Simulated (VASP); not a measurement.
Hf: single point with PBE

Hf:

```
Hf
1.0
     3.09500    0.00000    0.00000
    -1.54750    2.68035    0.00000
     0.00000    0.00000    5.20209
Hf
2
Direct
  0.66667 0.33333 0.25000
  0.33333 0.66667 0.75000
```

```
Program                : VASP 6.6.1
Task                   : single point
Functional             : PBE
Potentials or basis    : VASP PAW PBE potentials, release 64 (Hf_pv)
Cutoff                 : 520 eV
k mesh                 : 12 × 12 × 7
Occupations            : gaussian, width 0.1 eV
Spin                   : no spin polarisation
Dipole correction      : no
Further INCAR settings : ALGO = Fast; EDIFF = 1e-06; NBANDS = 17
```

```
Pressure               : 4.6 GPa
Band gap on the k mesh : zero (bands 10 and 11 overlap by 1.18 eV)
```

Stress tensor (GPa, compression positive):
```
 7.10  0.00  0.00
 0.00  7.10  0.00
 0.00  0.00 -0.51
```

Levels at points of the mesh, in eV from the Fermi level:
```
           k point  band 6  band 7  band 8  band 9  band 10  band 11  band 12  band 13  band 14  band 15
(0.00, 0.00, 0.00)  -30.01   -7.48   -3.96    0.30     0.90     1.34     1.34     2.04     2.04     3.25
(0.50, 0.00, 0.00)  -30.15   -3.34   -2.87   -2.41    -0.48     0.59     1.24     1.43     6.48     6.61
```

Wall time 25 s on 1 thread of AMD EPYC 9R45 96-Core Processor (Zen 5) (shared host), peak memory 0.15 GiB.

Caveat: the stress differs along the axes, from -1 to 7 GPa; spin-orbit coupling is left out, which moves the levels of the heavy elements.
